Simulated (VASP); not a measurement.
Set up this calculation in VASP 6.6.1, as the native input.

| Property | Result |
| --- | --- |
| Task | single point |
| Functional | RPBE |
| Potentials or basis | VASP PAW PBE potentials, release 64 (Ta_pv, N) |
| Cutoff | 520 eV |
| k mesh | 10 × 10 × 10 |
| Occupations | fermi-dirac, width 0.05 eV |
| Spin | no spin polarisation |
| Dipole correction | no |
| Further INCAR settings | ALGO = Normal; EDIFF = 1e-07; NBANDS = 15 |

The structure of TaN lies in POSCAR:

```
TaN
1.0
    0.0000000000      2.2188217946      2.2188217946
    2.2188217946      0.0000000000      2.2188217946
    2.2188217946      2.2188217946      0.0000000000
Ta N
1 1
Direct
    0.5000000000      0.5000000000      0.5000000000
    0.0000000000      0.0000000000      0.0000000000
```

The input as run:

INCAR

```
SYSTEM = TaN
PREC = Accurate
ENCUT = 520
EDIFF = 1E-7
ISMEAR = -1
SIGMA = 0.05
LREAL = .False.
LASPH = .True.
NELM = 80
ALGO = Normal
ISIF = 2
LWAVE = .False.
LCHARG = .False.
GGA = RP
NBANDS = 15
```

KPOINTS

```
regular mesh
0
Gamma
  10 10 10
  0 0 0
```

Potentials or basis: VASP PAW PBE potentials, release 64 (Ta_pv, N).

Run with:

```sh
$ cat potpaw_PBE.64/Ta_pv/POTCAR potpaw_PBE.64/N/POTCAR > POTCAR
$ mpirun -np 1 vasp_std > vasp.out
```

It gave:

```json
{
 "Pressure": "0.7 GPa",
 "Band gap on the k mesh": "zero (band 8 reaches 11.17 eV, above the bottom of band 9 at 7.32 eV)"
}
```

Caveat: the PAW data sets were made with another functional, which shifts forces and pressure a little; spin-orbit coupling is left out, which moves the levels of the heavy elements.

Wall time 11 s on 1 thread of Intel Xeon 8259CL (shared host), peak memory 0.15 GiB.
